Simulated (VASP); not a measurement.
Write the native input for VASP 6.6.1 that does the following.

| Item | Value |
| --- | --- |
| Task | relaxation of cell and atoms |
| Functional | PBE |
| Potentials or basis | VASP PAW PBE potentials, release 64 (Mg) |
| Cutoff | 600 eV |
| k mesh | 15 × 15 × 8 |
| Occupations | fermi-dirac, width 0.1 eV |
| Spin | no spin polarisation |
| Target pressure | 15 GPa |
| Dipole correction | no |
| Further INCAR settings | ALGO = Normal; EDIFF = 1e-06; IBRION = 2; EDIFFG = -0.005; NSW = 32; ISIF = 3 |

The structure of Mg lies in POSCAR:

```
Mg
1.0
    2.9475537788      0.0000000000      0.0000000000
   -1.4737768894      2.5526564514      0.0000000000
    0.0000000000      0.0000000000      4.7382930612
Mg
2
Direct
    0.3333333333      0.6666666667      0.2500000000
    0.6666666667      0.3333333333      0.7500000000
```

One way to write it, as run:

INCAR

```
SYSTEM = Mg
PREC = Accurate ; ENCUT = 600
EDIFF = 1E-6 ; ISMEAR = -1
SIGMA = 0.1 ; LREAL = .FALSE.
LASPH = .TRUE. ; NELM = 100
ALGO = Normal ; ISIF = 3
LWAVE = .FALSE. ; LCHARG = .FALSE.
GGA = PE ; IBRION = 2
NSW = 32 ; EDIFFG = -0.005
PSTRESS = 150.0
```

KPOINTS

```
regular mesh
0
G
  15 15 8
  0 0 0
```

Potentials or basis: VASP PAW PBE potentials, release 64 (Mg).

Launch:

```console
$ cat potpaw_PBE.64/Mg/POTCAR > POTCAR
$ mpirun -np 1 vasp_std > vasp.out
```

It gave:

```yaml
Relaxed_volume: 17.82 Å³/atom
Relaxed_cell: a = 2.947 Å, b = 2.947 Å, c = 4.737 Å, α = 90.00°, β = 90.00°, γ = 120.00°
Space_group_after_relaxing_to_0.1_Å: P6_3/mmc (No. 194)
Energy_change_on_relaxing_the_run_minimises_the_enthalpy: +0.9 meV/atom
Ionic_steps: 2
Pressure_after_relaxing: 15.0 GPa
Band_gap_on_the_k_mesh: zero (bands 2 and 3 overlap by 2.07 eV)
```

Caveat: the cell is relaxed towards a set pressure, so the run minimises the enthalpy, not the energy.

Wall time 16 s on 1 thread of AMD EPYC 9R45 (Zen 5), on a shared host, peak memory 0.15 GiB.
